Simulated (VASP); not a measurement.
# W3C (Cmcm) in VASP: a series of runs

The runs below take W3C through single point, with PBE.

Program: VASP 6.6.1. These are calculated values, not measurements. Logs are shortened: lines on timing, memory, paths and dates and some standing lists are left out, and cuts for length are marked.

## 1. The cell of the first run

It takes space group Cmcm (No. 63, orthorhombic). Conventional cell: a = 5.556 Å, b = 14.467 Å, c = 2.778 Å, α = 90.00°, β = 90.00°, γ = 90.00°. W (site symmetry m2m) has 4 C at 2.15 to 3.12 Å and 12 W at 2.78 to 3.11 Å within 3.2 Å. Within 3.0 Å of W (site symmetry m) lie 2 C at 2.18 Å and 9 W at 2.63 to 2.96 Å. C (site symmetry m2m) has 6 W at 2.15 to 2.18 Å and 2 C at 2.78 Å within 2.8 Å.

## 2. Single point, PBE

Contents of INCAR:

```
PREC     = Accurate       # precision mode
ENCUT    = 520            # plane-wave cutoff, eV
EDIFF    = 1E-6           # SCF threshold, eV
ISMEAR   = 0              # smearing method
SIGMA    = 0.1            # smearing width, eV
LREAL    = False          # projectors in reciprocal space
LASPH    = True           # aspherical terms in the spheres
NELM     = 100            # most SCF steps
ALGO     = Normal         # electronic algorithm
ISIF     = 2              # what is computed and relaxed
LWAVE    = False          # write WAVECAR
LCHARG   = False          # write CHGCAR
GGA      = PE             # functional
NBANDS   = 56             # bands
```

Contents of KPOINTS:

```
Automatic mesh
0
Gamma
  8 8 14
```

Contents of POSCAR:

```
W3C
1.0
    2.7782431823     -7.2334587951      0.0000000000
    2.7782431823      7.2334587951      0.0000000000
    0.0000000000      0.0000000000      2.7779726108
W C
6 2
Direct
    0.2424680554      0.7575319446      0.2500000000
    0.7575319446      0.2424680554      0.7500000000
    0.1500555573      0.3228223115      0.2500000000
    0.8499444427      0.6771776885      0.7500000000
    0.3228223115      0.1500555573      0.7500000000
    0.6771776885      0.8499444427      0.2500000000
    0.6440279144      0.3559720856      0.2500000000
    0.3559720856      0.6440279144      0.7500000000
```

Potentials or basis: VASP PAW PBE potentials, release 64 (W_sv, C).

Launch:

```bash
> cat potpaw_PBE.64/W_sv/POTCAR potpaw_PBE.64/C/POTCAR > POTCAR
> mpirun -np 1 vasp_std > vasp.out
```

OUTCAR:

```text
PREC = Accurate
   ENCUT = 520
   EDIFF = 1E-6
   ISMEAR = 0
   LREAL = False
   LASPH = True
   NELM = 100
   ISIF = 2
   GGA = PE

 ion  position               nearest neighbor table
   1  0.242  0.758  0.250-   8 2.15   8 2.15   3 2.88   6 2.88   5 2.96   4 2.96   5 2.96   4 2.96
                             2 3.11   2 3.11   2 3.11   2 3.11
   2  0.758  0.242  0.750-   7 2.15   7 2.15   4 2.88   5 2.88   3 2.96   3 2.96   6 2.96   6 2.96
                             1 3.11   1 3.11   1 3.11   1 3.11
   3  0.150  0.323  0.250-   8 2.18   8 2.18   6 2.63   5 2.86   5 2.86   1 2.88   6 2.93   2 2.96
                             2 2.96
   4  0.850  0.677  0.750-   7 2.18   7 2.18   5 2.63   6 2.86   6 2.86   2 2.88   5 2.93   1 2.96
                             1 2.96
   5  0.323  0.150  0.750-   7 2.18   7 2.18   4 2.63   3 2.86   3 2.86   2 2.88   4 2.93   1 2.96
                             1 2.96
   6  0.677  0.850  0.250-   8 2.18   8 2.18   3 2.63   4 2.86   4 2.86   1 2.88   3 2.93   2 2.96
                             2 2.96
   7  0.644  0.356  0.250-   2 2.15   2 2.15   5 2.18   4 2.18   4 2.18   5 2.18
   8  0.356  0.644  0.750-   1 2.15   1 2.15   6 2.18   3 2.18   3 2.18   6 2.18

  LATTYP: Found a base centered orthorhombic cell.
 ALAT       =     5.5564863646
 B/A-ratio  =     2.6036089429
 C/A-ratio  =     0.4999513053

  Lattice vectors:

 A1 = (   2.7782431823,  -7.2334587951,   0.0000000000)
 A2 = (   2.7782431823,   7.2334587951,   0.0000000000)
 A3 = (   0.0000000000,   0.0000000000,   2.7779726108)

Analysis of symmetry for initial positions (statically):
=====================================================================
 Subroutine PRICEL returns:
 Original cell was already a primitive cell.

 Routine SETGRP: Setting up the symmetry group for a
 base centered orthorhombic supercell.

 Subroutine GETGRP returns: Found  8 space group operations
 (whereof  4 operations were pure point group operations)
 out of a pool of  8 trial point group operations.

The static configuration has the point symmetry C_2h.
 The point group associated with its full space group is D_2h.

Analysis of symmetry for dynamics (positions and initial velocities):
=====================================================================
 Subroutine PRICEL returns:
 Original cell was already a primitive cell.

 Routine SETGRP: Setting up the symmetry group for a
 base centered orthorhombic supercell.

 Subroutine GETGRP returns: Found  8 space group operations
 (whereof  4 operations were pure point group operations)
 out of a pool of  8 trial point group operations.

The dynamic configuration has the point symmetry C_2h.
 The point group associated with its full space group is D_2h.

 Subroutine INISYM returns: Found  8 space group operations
 (whereof  4 operations are pure point group operations),
 and found     1 'primitive' translations

----------------------------------------------------------------------------------------

                                     Primitive cell

  volume of cell :     111.6540

  direct lattice vectors                    reciprocal lattice vectors
     2.778243182 -7.233458795  0.000000000     0.179969847 -0.069123225  0.000000000
     2.778243182  7.233458795  0.000000000     0.179969847  0.069123225  0.000000000
     0.000000000  0.000000000  2.777972611     0.000000000  0.000000000  0.359974751

  length of vectors
     7.748649000  7.748649000  2.777972611     0.192787878  0.192787878  0.359974751

  position of ions in fractional coordinates (direct lattice)
     0.242468055  0.757531945  0.250000000
     0.757531945  0.242468055  0.750000000
     0.150055557  0.322822311  0.250000000
     0.849944443  0.677177689  0.750000000
     0.322822311  0.150055557  0.750000000
     0.677177689  0.849944443  0.250000000
     0.644027914  0.355972086  0.250000000
     0.355972086  0.644027914  0.750000000

  ion indices of the primitive-cell ions
   primitive index   ion index
                 1           1
                 2           2
                 3           3
                 4           4
                 5           5
                 6           6
                 7           7
                 8           8

----------------------------------------------------------------------------------------

 KPOINTS: Automatic mesh

Automatic generation of k-mesh.
 Grid dimensions read from file:
 generate k-points for:    8    8   14

 Generating k-lattice:

  Cartesian coordinates                     Fractional coordinates (reciprocal lattice)
     0.022496231 -0.008640403  0.000000000     0.125000000  0.000000000  0.000000000
     0.022496231  0.008640403  0.000000000     0.000000000  0.125000000  0.000000000
     0.000000000  0.000000000  0.025712482     0.000000000  0.000000000  0.071428571

  Length of vectors
     0.024098485  0.024098485  0.025712482

  Shift w.r.t. Gamma in fractional coordinates (k-lattice)
     0.000000000  0.000000000  0.000000000

 Subroutine IBZKPT returns following result:
 ===========================================

 Found    168 irreducible k-points:

 Following reciprocal coordinates:
            Coordinates               Weight
  0.000000  0.000000  0.000000      1.000000
  0.125000  0.000000  0.000000      4.000000
  0.250000  0.000000  0.000000      4.000000
  0.375000  0.000000  0.000000      4.000000
  0.500000  0.000000  0.000000      2.000000
  0.125000  0.125000  0.000000      2.000000
[... 16 lines left out ...]
  0.125000  0.000000  0.071429      8.000000
  0.250000  0.000000  0.071429      8.000000
 [... further k-points ...]
   k-points           NKPTS =    168   k-points in BZ     NKDIM =    168   number of bands    NBANDS=     56
   number of dos      NEDOS =    301   number of ions     NIONS =      8
   total plane-waves  NPLWV =  86400
   dimension x,y,z NGX =    60 NGY =   60 NGZ =   24
   dimension x,y,z NGXF=   120 NGYF=  120 NGZF=   48
   ions per type =               6   2
   NGX,Y,Z   is equivalent  to a cutoff of  12.87, 12.87, 14.36 a.u.
   NGXF,Y,Z  is equivalent  to a cutoff of  25.75, 25.75, 28.73 a.u.
 SYSTEM =  unknown system
   PREC   = accura    normal or accurate (medium, high low for compatibility)
   ISTART =      0    job   : 0-new  1-cont  2-samecut
   ICHARG =      2    charge: 1-file 2-atom 10-const
   ISPIN  =      1    spin polarized calculation?
   LNONCOLLINEAR =      F non collinear calculations
   LSORBIT =      F    spin-orbit coupling
   LASPH  =      T    aspherical Exc in radial PAW
   ENCUT  =  520.0 eV  38.22 Ry    6.18 a.u.  14.41 14.41  5.17*2*pi/ulx,y,z
   NELM   =    100;   NELMIN=  2; NELMDL= -5     # of ELM steps
   EDIFF  = 0.1E-05   stopping-criterion for ELM
   LREAL  =      F    real-space projection
   EDIFFG = 0.1E-04   stopping-criterion for IOM
   NSW    =      0    number of steps for IOM
   IBRION =     -1    ionic relax: 0-MD 1-quasi-New 2-CG
   NFREE  =      0    steps in history (QN), initial steepest desc. (CG)
   ISIF   =      2    stress and relaxation
   ISYM   =      2    0-nonsym 1-usesym 2-fastsym
   POTIM  = 0.5000    time-step for ionic-motion
   TEBEG  =    0.0;   TEEND  =   0.0 temperature during run
   PSTRESS=    0.0 pullay stress
   NELECT =      92.0000    total number of electrons
   NUPDOWN=      -1.0000    fix difference up-down
   EMIN   =  10.00;   EMAX   =-10.00  energy-range for DOS
   EFERMI =   0.00;   METHOD = LEGACY
   ISMEAR =     0;   SIGMA  =   0.10  broadening in eV -4-tet -1-fermi 0-gaus
   EFERMI_NEDOS =   21; number of points for ismear=-14 and -15
   IALGO  =     38    algorithm
   IMIX   =      4    mixing-type and parameters
     AMIX     =   0.40;   BMIX     =  1.00
     AMIX_MAG =   1.60;   BMIX_MAG =  1.00
  volume/ion in A,a.u.               =      13.96        94.18
  Fermi-wavevector in a.u.,A,eV,Ry     =   1.534780  2.900313 32.049184  2.355549
  Thomas-Fermi vector in A             =   2.641660
   LORBIT       =      0    0 simple, 1 ext, 2 COOP (PROOUT), +10 PAW based schemes
   GGA     = PE    functional components
   LHFCALC =     F    Hartree Fock is set to
   AEXX    =    0.0000 exact exchange contribution
   IVDW    =     0    specifies the selected vdW correction
   LEPSILON=     F    determine dielectric tensor
   LRPA    =     F    only Hartree local field effects (RPA)
 non-spin polarized calculation
 Gauss-broadening in eV      SIGMA  =   0.10
  energy-cutoff  :      520.00
  volume of cell :      111.65
 maximum number of plane-waves:      3028
 NGX is ok and might be reduce to    60
   NGX = 29   NGY = 29   NGZ = 11

 number of electron      92.0000007 magnetization

 Free energy of the ion-electron system (eV)
  ---------------------------------------------------
  ext. energy  EPLUGINS =         0.00000000
  ---------------------------------------------------
  free energy    TOTEN  =       -92.57029641 eV

  energy without entropy =      -92.54561253  energy(sigma->0) =      -92.55795447

 E-fermi :  10.3983     XC(G=0): -13.2936

 val. band max:       10.3943552686   @ k =   0.1250   0.0000   0.3571
 cond. band min:      10.4001552143   @ k =   0.3750   0.0000   0.1429
 fundamental gap:      0.0057999457
 Fermi energy:        10.3983255135

 k-point     1 :       0.0000    0.0000    0.0000
  band No.  band energies     occupation
      1     -63.5940      2.00000
      2     -63.5627      2.00000
      3     -63.5083      2.00000
      4     -63.4841      2.00000
      5     -63.4555      2.00000
      6     -63.4221      2.00000
[... 48 lines left out ...]
     55      13.8919      0.00000
     56      14.0371      0.00000

 k-point     2 :       0.1250    0.0000    0.0000
  band No.  band energies     occupation
      1     -63.5926      2.00000
      2     -63.5637      2.00000
      3     -63.5077      2.00000
      4     -63.4821      2.00000
      5     -63.4570      2.00000
      6     -63.4236      2.00000
[... 48 lines left out ...]
     55      13.6861      0.00000
     56      13.9275      0.00000
[... 1237 lines left out ...]
     55      13.4253      0.00000
     56      13.7211      0.00000

 k-point    24 :       0.2500    0.0000    0.0714
  band No.  band energies     occupation
      1     -63.5859      2.00000
      2     -63.5644      2.00000
      3     -63.5029      2.00000
      4     -63.4751      2.00000
      5     -63.4582      2.00000
      6     -63.4253      2.00000
[... 48 lines left out ...]
     55      13.1939      0.00000
     56      13.5530      0.00000

 [... further k-points ...]

------------------------ aborting loop because EDIFF is reached ----------------------------------------

  FORCE on cell =-STRESS in cart. coord.  units (eV):
  Direction    XX          YY          ZZ          XY          YZ          ZX
  --------------------------------------------------------------------------------------
  -------------------------------------------------------------------------------------
  Total        0.4764883      0.4238839      0.5083353      0.0000000      0.0000000      0.0000000
  in kB        6.8373627      6.0825157      7.2943510      0.0000000      0.0000000      0.0000000
  external PRESSURE =       6.7380765 kB  Pullay stress =       0.0000000 kB

 VOLUME and BASIS-vectors are now :
 -----------------------------------------------------------------------------
  energy-cutoff  :      520.00
  volume of cell :      111.65
      direct lattice vectors                 reciprocal lattice vectors
     2.778243182 -7.233458795  0.000000000     0.179969847 -0.069123225  0.000000000
     2.778243182  7.233458795  0.000000000     0.179969847  0.069123225  0.000000000
     0.000000000  0.000000000  2.777972611     0.000000000  0.000000000  0.359974751

 POSITION                                       TOTAL-FORCE (eV/Angst)
 -----------------------------------------------------------------------------------
      2.77824      3.72569      0.69449         0.000000      0.038687     -0.000000
      2.77824     -3.72569      2.08348         0.000000     -0.038687      0.000000
      1.31377      1.24970      0.69449        -0.012252     -0.022596      0.000000
      4.24272     -1.24970      2.08348         0.012252      0.022596     -0.000000
      1.31377     -1.24970      2.08348        -0.012252      0.022596     -0.000000
      4.24272      1.24970      0.69449         0.012252     -0.022596      0.000000
      2.77824     -2.08364      0.69449         0.000000      0.001325      0.000000
      2.77824      2.08364      2.08348         0.000000     -0.001325      0.000000
 -----------------------------------------------------------------------------------
    total drift:                               -0.000000     -0.000000      0.000000

  FREE ENERGIE OF THE ION-ELECTRON SYSTEM (eV)
  ---------------------------------------------------
  free  energy   TOTEN  =       -92.5702964134 eV

  energy  without entropy=      -92.5456125304  energy(sigma->0) =      -92.55795447
```

It took 8.1 min on 1 thread of Intel Xeon 6975P-C (Granite Rapids), shared host; peak memory 0.81 GiB.

Results:

* Free energy: -92.5703 eV
* Pressure: 0.7 GPa
* Largest force: 0.039 eV/Å
* Band gap on the k mesh: zero (bands 46 and 47 overlap by 1.11 eV)

Forces in eV/Å, atoms in the order of the input:
```
W    0.000  0.039  0.000
W    0.000 -0.039  0.000
W   -0.012 -0.023  0.000
W    0.012  0.023  0.000
W   -0.012  0.023  0.000
W    0.012 -0.023  0.000
C    0.000  0.001  0.000
C    0.000 -0.001  0.000
```

Levels at points of the mesh, in eV from the Fermi level:
```tsv
k point	band 44	band 45	band 46	band 47	band 48	band 49
(0.00, 0.00, 0.00)	-1.00	-0.04	0.51	0.59	0.61	1.12
(0.50, 0.00, 0.00)	-0.70	-0.53	-0.06	0.56	1.03	1.14
(0.50, 0.50, 0.00)	-1.21	0.06	0.14	0.93	1.08	1.16
(0.00, 0.00, 0.50)	-1.25	-0.61	-0.61	0.70	0.70	2.28
(0.50, 0.00, 0.50)	-0.54	-0.23	-0.23	0.11	0.11	1.60
(0.50, 0.50, 0.50)	-1.06	0.46	0.46	0.88	0.88	1.86
```

Caveat: spin-orbit coupling is left out, which moves the levels of the heavy elements.

## 3. Single point, PBE

Contents of INCAR:

```
SYSTEM = W3C
PREC     = Accurate       ! precision mode
ENCUT    = 520            ! plane-wave cutoff, eV
EDIFF    = 1E-6           ! SCF threshold, eV
ISMEAR   = 0              ! smearing method
SIGMA    = 0.1            ! smearing width, eV
LREAL    = .FALSE.        ! projectors in reciprocal space
LASPH    = .TRUE.         ! aspherical terms in the spheres
NELM     = 100            ! most SCF steps
ALGO     = Normal         ! electronic algorithm
ISIF     = 2              ! what is computed and relaxed
LWAVE    = .FALSE.        ! write WAVECAR
LCHARG   = .TRUE.         ! write CHGCAR
GGA      = PE             ! functional
LELF     = .TRUE.         ! ELF
LVHAR    = .TRUE.       
NBANDS   = 56             ! bands
```

Contents of KPOINTS:

```
Automatic mesh
0
G
  4 4 6
  0 0 0
```

Contents of POSCAR:

```
W3C
1.0
    2.7818017079     -7.2498408385      0.0000000000
    2.7818017079      7.2498408385      0.0000000000
    0.0000000000      0.0000000000      2.7720864137
W C
6 2
Direct
    0.2432312652      0.7567687348      0.7500000000
    0.7567687348      0.2432312652      0.2500000000
    0.1486590805      0.3217884536      0.7500000000
    0.8513409195      0.6782115464      0.2500000000
    0.3217884536      0.1486590805      0.2500000000
    0.6782115464      0.8513409195      0.7500000000
    0.6433559061      0.3566440939      0.7500000000
    0.3566440939      0.6433559061      0.2500000000
```

Potentials or basis: VASP PAW PBE potentials, release 64 (W_sv, C).

Launch:

```bash
> cat potpaw_PBE.64/W_sv/POTCAR potpaw_PBE.64/C/POTCAR > POTCAR
> mpirun -np 1 vasp_std > vasp.out
```

OUTCAR:

```text
SYSTEM = W3C
   PREC = Accurate
   ENCUT = 520
   EDIFF = 1E-6
   ISMEAR = 0
   LREAL = .FALSE.
   LASPH = .TRUE.
   NELM = 100
   ISIF = 2
   GGA = PE

 ion  position               nearest neighbor table
   1  0.243  0.757  0.750-   8 2.15   8 2.15   3 2.87   6 2.87   5 2.97   4 2.97   5 2.97   4 2.97
                             2 3.11   2 3.11   2 3.11   2 3.11
   2  0.757  0.243  0.250-   7 2.15   7 2.15   4 2.87   5 2.87   3 2.97   3 2.97   6 2.97   6 2.97
                             1 3.11   1 3.11   1 3.11   1 3.11
   3  0.149  0.322  0.750-   8 2.18   8 2.18   6 2.62   5 2.87   5 2.87   1 2.87   6 2.95   2 2.97
                             2 2.97
   4  0.851  0.678  0.250-   7 2.18   7 2.18   5 2.62   6 2.87   6 2.87   2 2.87   5 2.95   1 2.97
[... 1640 lines left out ...]
  in kB        5.5233477      6.2237670      7.4499403      0.0000000      0.0000000      0.0000000
  external PRESSURE =       6.3990183 kB  Pullay stress =       0.0000000 kB

 VOLUME and BASIS-vectors are now :
 -----------------------------------------------------------------------------
  energy-cutoff  :      520.00
  volume of cell :      111.81
      direct lattice vectors                 reciprocal lattice vectors
     2.781801708 -7.249840838  0.000000000     0.179739627 -0.068967031  0.000000000
     2.781801708  7.249840838  0.000000000     0.179739627  0.068967031  0.000000000
     0.000000000  0.000000000  2.772086414     0.000000000  0.000000000  0.360739115

 POSITION                                       TOTAL-FORCE (eV/Angst)
 -----------------------------------------------------------------------------------
      2.78180      3.72306      2.07906        -0.000000      0.033206      0.000000
      2.78180     -3.72306      0.69302        -0.000000     -0.033206      0.000000
      1.30869      1.25516      2.07906        -0.025566     -0.039966      0.000000
      4.25491     -1.25516      0.69302         0.025566      0.039966     -0.000000
      1.30869     -1.25516      0.69302        -0.025566      0.039966     -0.000000
      4.25491      1.25516      2.07906         0.025566     -0.039966      0.000000
      2.78180     -2.07862      2.07906        -0.000000      0.004519     -0.000000
      2.78180      2.07862      0.69302        -0.000000     -0.004519     -0.000000
 -----------------------------------------------------------------------------------
    total drift:                                0.000000      0.000000      0.000000

  FREE ENERGIE OF THE ION-ELECTRON SYSTEM (eV)
  ---------------------------------------------------
  free  energy   TOTEN  =       -92.5382501577 eV

  energy  without entropy=      -92.5191159118  energy(sigma->0) =      -92.52868303
```

It took 92 s on 1 thread of Intel Xeon 6975P-C (Granite Rapids), shared host; peak memory 0.34 GiB.

What came out:

* Free energy: -92.5383 eV
* Pressure: 0.6 GPa
* Largest force: 0.047 eV/Å
* Band gap on the k mesh: zero (bands 46 and 47 overlap by 0.97 eV)

Forces on the atoms (eV/Å):
```
W    0.000  0.033  0.000
W    0.000 -0.033  0.000
W   -0.026 -0.040  0.000
W    0.026  0.040  0.000
W   -0.026  0.040  0.000
W    0.026 -0.040  0.000
C    0.000  0.005  0.000
C    0.000 -0.005  0.000
```

Stress tensor (GPa, compression positive):
```
0.55 0.00 0.00
0.00 0.62 0.00
0.00 0.00 0.74
```

Levels at points of the mesh, in eV from the Fermi level:
```
           k point  band 44  band 45  band 46  band 47  band 48  band 49
(0.00, 0.00, 0.00)    -1.00    -0.02     0.59     0.69     0.69     1.14
(0.50, 0.00, 0.00)    -0.72    -0.53    -0.06     0.64     1.13     1.20
(0.50, 0.50, 0.00)    -1.19     0.15     0.23     0.95     1.12     1.15
(0.00, 0.00, 0.50)    -1.19    -0.59    -0.59     0.74     0.74     2.33
(0.50, 0.00, 0.50)    -0.50    -0.19    -0.19     0.19     0.19     1.63
(0.50, 0.50, 0.50)    -1.07     0.48     0.48     0.93     0.93     1.94
```

Caveat: the k points lie up to 0.38 Å⁻¹ apart, too coarse for converged energies and pressures of a metal; spin-orbit coupling is left out, which moves the levels of the heavy elements.
